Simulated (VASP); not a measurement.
**TaC: single point with PBE+D3(BJ)**

TaC:

```
Ta C
1.0
     0.00000    2.22700    2.22700
     2.22700    0.00000    2.22700
     2.22700    2.22700    0.00000
Ta C
1 1
Direct
  0.00000 0.00000 0.00000
  0.50000 0.50000 0.50000
```

| Item | Value |
| --- | --- |
| Program | VASP 6.6.1 |
| Task | single point |
| Functional | PBE |
| Dispersion | D3(BJ) |
| Potentials or basis | VASP PAW PBE potentials, release 64 (Ta_pv, C) |
| Cutoff | 600 eV |
| k mesh | 8 × 8 × 8 |
| Occupations | gaussian, width 0.1 eV |
| Spin | no spin polarisation |
| Dipole correction | no |
| Further INCAR settings | ALGO = Normal; EDIFF = 1e-06; NBANDS = 14 |

```yaml
Pressure: -1.5 GPa
Dispersion_energy_per_atom: -0.460 eV
```

Levels at points of the mesh, in eV from the Fermi level:
| k point | band 6 | band 7 | band 8 | band 9 | band 10 | band 11 |
| --- | --- | --- | --- | --- | --- | --- |
| (0.00, 0.00, 0.00) | -1.54 | -1.54 | -0.68 | -0.68 | -0.68 | 0.45 |
| (0.50, 0.00, 0.00) | -5.69 | -5.69 | 2.52 | 2.52 | 3.50 | 5.20 |
| (0.50, 0.50, 0.00) | -4.76 | -1.97 | -1.97 | 2.41 | 3.89 | 3.89 |

It took 24 s on 1 thread of Intel Xeon 8259CL (shared host), peak memory 0.17 GiB.

Caveat: spin-orbit coupling is left out, which moves the levels of the heavy elements; pairwise dispersion overbinds metals, which lowers pressure and volume.
